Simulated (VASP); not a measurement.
TePb, 2 atoms in the cell. It takes space group I4/mmm (No. 139, tetragonal). Conventional cell: a = 4.621 Å, b = 4.621 Å, c = 6.274 Å, α = 90.00°, β = 90.00°, γ = 90.00°. Within 4.1 Å of Pb (site symmetry 4/mmm) lie 6 Te at 3.14 to 3.27 Å. Within 4.1 Å of Te (site symmetry 4/mmm) lie 6 Pb at 3.14 to 3.27 Å.  This cell differs from its parent crystal: uniaxial z strain -4.0%.

| Quantity | Value |
| --- | --- |
| Program | VASP 6.6.1 |
| Task | single point |
| Functional | PBE |
| Potentials or basis | VASP PAW PBE potentials, release 64 (Pb_d, Te) |
| Cutoff | 520 eV |
| k mesh | 8 × 8 × 8 |
| Occupations | fermi-dirac, width 0.02 eV |
| Spin | no spin polarisation |
| Dipole correction | no |
| Further INCAR settings | ALGO = Normal; EDIFF = 1e-06; NBANDS = 17 |

Potentials or basis: VASP PAW PBE potentials, release 64 (Pb_d, Te).

Command:

```sh
$ cat potpaw_PBE.64/Pb_d/POTCAR potpaw_PBE.64/Te/POTCAR > POTCAR
$ mpirun -np 1 vasp_std > vasp.out
```

Hardware: 1 thread of Intel(R) Xeon(R) Platinum 8259CL CPU @ 2.50GHz (Skylake/Cascade Lake), with other jobs on the host.

Task: Estimate the wall time of this run.

Result: Run time: 52 s on 1 thread of Intel(R) Xeon(R) Platinum 8259CL CPU @ 2.50GHz (Skylake/Cascade Lake), on a shared host, peak memory 0.24 GiB. Counts: scf iterations 12, k points 59.
